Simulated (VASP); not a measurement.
# V (P6_3/mmc) in VASP: relaxation of shape and atoms at fixed volume with PBEsol

Aim: the relaxation of shape and atoms at fixed volume of V with PBEsol.

Everything below comes from runs of VASP 6.6.1. Logs are shortened: lines on timing, memory, paths and dates and some standing lists are left out, and cuts for length are marked.

### 1 The cell of the first run

Symmetry: P6_3/mmc, No. 194, hexagonal system. Conventional cell: a = 2.339 Å, b = 2.339 Å, c = 4.215 Å, α = 90.00°, β = 90.00°, γ = 120.00°. V (site symmetry -6m2) has 12 V at 2.34 to 2.50 Å within 3.1 Å.

### 2 Relaxation of shape and atoms at fixed volume, PBEsol

File INCAR:

```
SYSTEM = V
ALGO = Normal
EDIFF = 1E-6
EDIFFG = -0.005
ENCUT = 600
GGA = PS
IBRION = 2
ISIF = 4
ISMEAR = -1
LASPH = .TRUE.
LCHARG = .FALSE.
LREAL = .FALSE.
LWAVE = .FALSE.
NELM = 80
NSW = 50
PREC = Accurate
SIGMA = 0.05
```

File KPOINTS:

```
k-points
0
G
  16 16 9
  0 0 0
```

File POSCAR:

```
V
1.0
    2.3391860430      0.0000000000      0.0000000000
   -1.1695930215      2.0257945374      0.0000000000
    0.0000000000      0.0000000000      4.2145593119
V
2
Direct
    0.3333333333      0.6666666667      0.2500000000
    0.6666666667      0.3333333333      0.7500000000
```

Potentials or basis: VASP PAW PBE potentials, release 64 (V_sv).

Launch:

```
> cat potpaw_PBE.64/V_sv/POTCAR > POTCAR
> mpirun -np 1 vasp_std > vasp.out
```

OUTCAR:

```text
SYSTEM = V
   EDIFF = 1E-6
   EDIFFG = -0.005
   ENCUT = 600
   GGA = PS
   IBRION = 2
   ISIF = 4
   ISMEAR = -1
   LASPH = .TRUE.
   LREAL = .FALSE.
   NELM = 80
   NSW = 50
   PREC = Accurate

 ion  position               nearest neighbor table
   1  0.333  0.667  0.250-   2 2.50   2 2.50   2 2.50   2 2.50   2 2.50   2 2.50
   2  0.667  0.333  0.750-   1 2.50   1 2.50   1 2.50   1 2.50   1 2.50   1 2.50

  LATTYP: Found a hexagonal cell.
 ALAT       =     2.3391860430
 C/A-ratio  =     1.8017204423

  Lattice vectors:

 A1 = (   2.3391860430,   0.0000000000,   0.0000000000)
 A2 = (  -1.1695930215,   2.0257945374,   0.0000000000)
 A3 = (   0.0000000000,   0.0000000000,   4.2145593119)

Analysis of symmetry for initial positions (statically):
=====================================================================
 Subroutine PRICEL returns:
 Original cell was already a primitive cell.

 Routine SETGRP: Setting up the symmetry group for a
 hexagonal supercell.

 Subroutine GETGRP returns: Found 24 space group operations
 (whereof 12 operations were pure point group operations)
 out of a pool of 24 trial point group operations.

The static configuration has the point symmetry D_3d.
 The point group associated with its full space group is D_6h.

Analysis of symmetry for dynamics (positions and initial velocities):
=====================================================================
 Subroutine PRICEL returns:
 Original cell was already a primitive cell.

 Routine SETGRP: Setting up the symmetry group for a
 hexagonal supercell.

 Subroutine GETGRP returns: Found 24 space group operations
 (whereof 12 operations were pure point group operations)
 out of a pool of 24 trial point group operations.

The dynamic configuration has the point symmetry D_3d.
 The point group associated with its full space group is D_6h.

 Subroutine INISYM returns: Found 24 space group operations
 (whereof 12 operations are pure point group operations),
 and found     1 'primitive' translations

----------------------------------------------------------------------------------------

                                     Primitive cell

  volume of cell :      19.9716

  direct lattice vectors                    reciprocal lattice vectors
     2.339186043  0.000000000  0.000000000     0.427499131  0.246816738  0.000000000
    -1.169593022  2.025794537  0.000000000     0.000000000  0.493633476  0.000000000
     0.000000000  0.000000000  4.214559312     0.000000000  0.000000000  0.237272731

  length of vectors
     2.339186043  2.339186043  4.214559312     0.493633476  0.493633476  0.237272731

  position of ions in fractional coordinates (direct lattice)
     0.333333333  0.666666667  0.250000000
     0.666666667  0.333333333  0.750000000

  ion indices of the primitive-cell ions
   primitive index   ion index
                 1           1
                 2           2

----------------------------------------------------------------------------------------

 KPOINTS: k-points

Automatic generation of k-mesh.
 Grid dimensions read from file:
 generate k-points for:   16   16    9

 Generating k-lattice:

  Cartesian coordinates                     Fractional coordinates (reciprocal lattice)
     0.026718696  0.015426046  0.000000000     0.062500000  0.000000000  0.000000000
     0.000000000  0.030852092  0.000000000     0.000000000  0.062500000  0.000000000
     0.000000000  0.000000000  0.026363637     0.000000000  0.000000000  0.111111111

  Length of vectors
     0.030852092  0.030852092  0.026363637

  Shift w.r.t. Gamma in fractional coordinates (k-lattice)
     0.000000000  0.000000000  0.000000000

 Subroutine IBZKPT returns following result:
 ===========================================

 Found    150 irreducible k-points:

 Following reciprocal coordinates:
            Coordinates               Weight
  0.000000  0.000000  0.000000      1.000000
  0.062500  0.000000  0.000000      6.000000
  0.125000  0.000000  0.000000      6.000000
  0.187500 -0.000000  0.000000      6.000000
  0.250000  0.000000  0.000000      6.000000
  0.312500  0.000000  0.000000      6.000000
[... 16 lines left out ...]
  0.187500  0.187500  0.000000      6.000000
  0.250000  0.187500  0.000000     12.000000
 [... further k-points ...]
   k-points           NKPTS =    150   k-points in BZ     NKDIM =    150   number of bands    NBANDS=     17
   number of dos      NEDOS =    301   number of ions     NIONS =      2
   total plane-waves  NPLWV =  14400
   dimension x,y,z NGX =    20 NGY =   20 NGZ =   36
   dimension x,y,z NGXF=    40 NGYF=   40 NGZF=   72
   ions per type =               2
   NGX,Y,Z   is equivalent  to a cutoff of  14.21, 14.21, 14.20 a.u.
   NGXF,Y,Z  is equivalent  to a cutoff of  28.43, 28.43, 28.40 a.u.
 SYSTEM =  V
   PREC   = accura    normal or accurate (medium, high low for compatibility)
   ISTART =      0    job   : 0-new  1-cont  2-samecut
   ICHARG =      2    charge: 1-file 2-atom 10-const
   ISPIN  =      1    spin polarized calculation?
   LNONCOLLINEAR =      F non collinear calculations
   LSORBIT =      F    spin-orbit coupling
   LASPH  =      T    aspherical Exc in radial PAW
   ENCUT  =  600.0 eV  44.10 Ry    6.64 a.u.   4.67  4.67  8.42*2*pi/ulx,y,z
   NELM   =     80;   NELMIN=  2; NELMDL= -5     # of ELM steps
   EDIFF  = 0.1E-05   stopping-criterion for ELM
   LREAL  =      F    real-space projection
   EDIFFG = -.5E-02   stopping-criterion for IOM
   NSW    =     50    number of steps for IOM
   IBRION =      2    ionic relax: 0-MD 1-quasi-New 2-CG
   NFREE  =      1    steps in history (QN), initial steepest desc. (CG)
   ISIF   =      4    stress and relaxation
   ISYM   =      2    0-nonsym 1-usesym 2-fastsym
   POTIM  = 0.5000    time-step for ionic-motion
   TEBEG  =    0.0;   TEEND  =   0.0 temperature during run
   PSTRESS=    0.0 pullay stress
   NELECT =      26.0000    total number of electrons
   NUPDOWN=      -1.0000    fix difference up-down
   EMIN   =  10.00;   EMAX   =-10.00  energy-range for DOS
   EFERMI =   0.00;   METHOD = LEGACY
   ISMEAR =    -1;   SIGMA  =   0.05  broadening in eV -4-tet -1-fermi 0-gaus
   EFERMI_NEDOS =   21; number of points for ismear=-14 and -15
   IALGO  =     38    algorithm
   IMIX   =      4    mixing-type and parameters
     AMIX     =   0.40;   BMIX     =  1.00
     AMIX_MAG =   1.60;   BMIX_MAG =  1.00
  volume/ion in A,a.u.               =       9.99        67.39
  Fermi-wavevector in a.u.,A,eV,Ry     =   1.787565  3.378008 43.475901  3.195389
  Thomas-Fermi vector in A             =   2.850919
   LORBIT       =      0    0 simple, 1 ext, 2 COOP (PROOUT), +10 PAW based schemes
   GGA     = PS    functional components
   LHFCALC =     F    Hartree Fock is set to
   AEXX    =    0.0000 exact exchange contribution
   IVDW    =     0    specifies the selected vdW correction
   LEPSILON=     F    determine dielectric tensor
   LRPA    =     F    only Hartree local field effects (RPA)
 conjugate gradient relaxation of ions
 non-spin polarized calculation
  energy-cutoff  :      600.00
  volume of cell :       19.97
 maximum number of plane-waves:       683
 NGX is ok and might be reduce to    20
   NGX =  9   NGY =  9   NGZ = 17

--------------------------------------- Ionic step        1  -------------------------------------------

 number of electron      26.0000005 magnetization

 Free energy of the ion-electron system (eV)
  ---------------------------------------------------
  ext. energy  EPLUGINS =         0.00000000
  ---------------------------------------------------
  free energy    TOTEN  =       -17.20459079 eV

  energy without entropy =      -17.18532726  energy(sigma->0) =      -17.19495903

------------------------ aborting loop because EDIFF is reached ----------------------------------------

  FORCE on cell =-STRESS in cart. coord.  units (eV):
  Direction    XX          YY          ZZ          XY          YZ          ZX
  --------------------------------------------------------------------------------------
  -------------------------------------------------------------------------------------
  Total       11.3696662     11.3696662     11.7259549      0.0000000     -0.0000000      0.0000000
  in kB      912.1073728    912.1073728    940.6898841      0.0000000     -0.0000000      0.0000000
  external PRESSURE =     921.6348766 kB  Pullay stress =       0.0000000 kB

 VOLUME and BASIS-vectors are now :
 -----------------------------------------------------------------------------
  energy-cutoff  :      600.00
  volume of cell :       19.97
      direct lattice vectors                 reciprocal lattice vectors
     2.339186043  0.000000000  0.000000000     0.427499131  0.246816738  0.000000000
    -1.169593022  2.025794537  0.000000000     0.000000000  0.493633476  0.000000000
     0.000000000  0.000000000  4.214559312     0.000000000  0.000000000  0.237272731
[... 37 lines left out ...]
 POSITION                                       TOTAL-FORCE (eV/Angst)
 -----------------------------------------------------------------------------------
     -0.00000      1.34667      1.05969         0.000000      0.000000      0.000000
      1.16625      0.67334      3.17906        -0.000000     -0.000000      0.000000
 -----------------------------------------------------------------------------------
    total drift:                               -0.000000      0.000000     -0.000000

  FREE ENERGIE OF THE ION-ELECTRON SYSTEM (eV)
  ---------------------------------------------------
  free  energy   TOTEN  =       -17.2054995633 eV

  energy  without entropy=      -17.1857657971  energy(sigma->0) =      -17.19563268

--------------------------------------- Ionic step        3  -------------------------------------------

 number of electron      26.0000002 magnetization

 Free energy of the ion-electron system (eV)
  ---------------------------------------------------
  ext. energy  EPLUGINS =         0.00000000
  ---------------------------------------------------
  free energy    TOTEN  =       -17.20550972 eV

  energy without entropy =      -17.18581966  energy(sigma->0) =      -17.19566469

 E-fermi :  14.2886     XC(G=0): -14.7756

 val. band max:       14.2876799990   @ k =   0.2500   0.0625   0.4444
 cond. band min:      14.2943712612   @ k =   0.4375   0.1250   0.0000
 fundamental gap:      0.0066912622
 Fermi energy:        14.2886304729

 k-point     1 :       0.0000    0.0000    0.0000
  band No.  band energies     occupation
      1     -49.4872      2.00000
      2     -49.0858      2.00000
      3     -24.1459      2.00000
      4     -22.3213      2.00000
      5     -22.0479      2.00000
      6     -22.0479      2.00000
[... 9 lines left out ...]
     16      15.0383      0.00000
     17      16.8453      0.00000
[... 441 lines left out ...]
 k-point    24 :       0.2500    0.1875    0.0000
  band No.  band energies     occupation
      1     -48.8933      2.00000
      2     -48.7059      2.00000
      3     -23.7899      2.00000
      4     -23.6705      2.00000
      5     -23.3043      2.00000
      6     -22.7936      2.00000
[... 9 lines left out ...]
     16      16.1667      0.00000
     17      18.0642      0.00000

 [... further k-points ...]
[... 5 lines left out ...]
  --------------------------------------------------------------------------------------
  -------------------------------------------------------------------------------------
  Total       11.4789126     11.4789126     11.4762698      0.0000000     -0.0000000      0.0000000
  in kB      920.8714368    920.8714368    920.6594257      0.0000000     -0.0000000      0.0000000
  external PRESSURE =     920.8007664 kB  Pullay stress =       0.0000000 kB

 VOLUME and BASIS-vectors are now :
 -----------------------------------------------------------------------------
  energy-cutoff  :      600.00
  volume of cell :       19.97
      direct lattice vectors                 reciprocal lattice vectors
     2.333161083  0.000000000  0.000000000     0.428603069  0.247454097  0.000000000
    -1.166580542  2.020576769  0.000000000     0.000000000  0.494908194  0.000000000
    -0.000000000 -0.000000000  4.236354066     0.000000000  0.000000000  0.236052035

 POSITION                                       TOTAL-FORCE (eV/Angst)
 -----------------------------------------------------------------------------------
     -0.00000      1.34705      1.05909        -0.000000     -0.000000      0.000000
      1.16658      0.67353      3.17727         0.000000      0.000000      0.000000
 -----------------------------------------------------------------------------------
    total drift:                               -0.000000      0.000000     -0.000000

  FREE ENERGIE OF THE ION-ELECTRON SYSTEM (eV)
  ---------------------------------------------------
  free  energy   TOTEN  =       -17.2055097173 eV

  energy  without entropy=      -17.1858196633  energy(sigma->0) =      -17.19566469

 reached required accuracy - stopping structural energy minimisation
```

Run time: 87 s. Hardware: 1 thread of Intel Xeon Platinum 8488C (Sapphire Rapids), shared host; peak memory 0.18 GiB.

Results:

```
Free energy               : -17.2055 eV
Energy gained by relaxing : 0.5 meV/atom
Ionic steps               : 3
Pressure after relaxing   : 92.1 GPa
Band gap on the k mesh    : zero (band 13 reaches 16.25 eV, above the bottom of band 14 at 13.53 eV)
```

The path:
| step | energy change (eV) | largest force (eV/Å) | pressure (GPa) | volume (Å³) |
| --- | --- | --- | --- | --- |
| 1 | 0.0000 | 0.0000 | 92.16 | 19.97 |
| 2 | -0.0009 | 0.0000 | 92.11 | 19.97 |
| 3 | -0.0009 | 0.0000 | 92.08 | 19.97 |

Final structure:
```
CELL_PARAMETERS angstrom
2.33316 0.00000 0.00000
-1.16658 2.02058 0.00000
0.00000 0.00000 4.23635
ATOMIC_POSITIONS crystal
V 0.33333 0.66667 0.25000
V 0.66667 0.33333 0.75000
```

Caveat: the PAW data sets were made with another functional, which shifts forces and pressure a little.
